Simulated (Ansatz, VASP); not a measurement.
Ir in VASP and in Ansatz

File INCAR:

```
PREC = Accurate ; ENCUT = 500
EDIFF = 1E-6 ; ISMEAR = -1
SIGMA = 0.1 ; LREAL = F
LASPH = T ; NELM = 120
ALGO = Normal ; ISIF = 2
LWAVE = F ; LCHARG = F
GGA = B5 ; ALDAX = 1.0
AGGAX = 1.0 ; AGGAC = 1.0
ALDAC = 0.0 ; NBANDS = 14
GGA_COMPAT = F
```

KPOINTS

```
regular mesh
0
Gamma
  22 22 22
```

Contents of POSCAR:

```
Ir
1.0
    0.0000000000      1.9947510883      1.9947510883
    1.9947510883      0.0000000000      1.9947510883
    1.9947510883      1.9947510883      0.0000000000
Ir
1
Direct
    0.0000000000      0.0000000000      0.0000000000
```

Input for Ansatz:

```yaml
crystal:
  lattice:
    - [0.0, 1.9947510883, 1.9947510883]
    - [1.9947510883, 0.0, 1.9947510883]
    - [1.9947510883, 1.9947510883, 0.0]
  atoms:
    - { symbol: Ir, position: [0.0, 0.0, 0.0] }
hamiltonian:
  xc: blyp
  pseudopotentials:
    kind: paw
    azcp:
      Ir: "pseudopotentials/Ir.paw.azcp"
basis:
  ecutwfc: 420
  fft_grid_basis: typed
kpoints:
  mp_grid: { grid: [22, 22, 22], shift: [0, 0, 0] }
magnetization:
  spin_polarized: false
scf:
  occupations: { method: fermi_dirac, width: 0.1 }
output:
  stress: true
```

Alike in both runs: task single point; functional BLYP; k mesh 22 × 22 × 22; occupations fermi-dirac, width 0.1 eV; no spin polarisation.

|  | VASP | Ansatz |
| --- | --- | --- |
| version | VASP 6.6.1 | Ansatz 0.2.0 |
| potentials or method | VASP PAW PBE potentials, release 64 (Ir_sv_GW), cutoff 500 eV | plane waves (420 eV) with PAW, scalar-relativistic |
| valence electrons in the cell | 17 | 17 |

VASP gave:

- pressure (GPa): -11.8

Q: What did Ansatz give for the same quantities?

A: Pressure (GPa): -10.4.

VASP's potentials were made for PBE, not for BLYP. With one functional, cell and mesh, what is left measures potentials, basis and numerics.

Neither program's run includes spin-orbit coupling.
